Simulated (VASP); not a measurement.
Crystal: GaSb.

```xyz
2
Lattice="0.0000 3.1190 3.1190 3.1190 0.0000 3.1190 3.1190 3.1190 0.0000" Properties=species:S:1:pos:R:3 pbc="T T T"
Sb    4.6785    4.6785    4.6785
Ga    0.0000    0.0000    0.0000
```

Base run:

```yaml
Program: VASP 6.6.1
Functional: BLYP
Dispersion: D4
Potentials_or_basis: VASP PAW PBE potentials, release 64 (Sb, Ga_d)
Cutoff: 520 eV
k_mesh: 8 × 8 × 8
Occupations: fermi-dirac, width 0.05 eV
Spin: no spin polarisation
```

Its results: band gap on the k mesh zero (filled and empty bands touch); pressure -2.0 GPa.

Question: The run is repeated on the same cell with these changes: functional from BLYP to PBE. What comes out?

Answer: Band gap on the k mesh zero (filled and empty bands touch); pressure -2.7 GPa.

PBE binds more tightly than BLYP, so the same cell stands under less pressure.

Caveats: spin-orbit coupling is left out, which moves the levels of the heavy elements; pairwise dispersion overbinds metals, which lowers pressure and volume; the PAW data sets were made with another functional, which shifts forces and pressure a little (some runs).
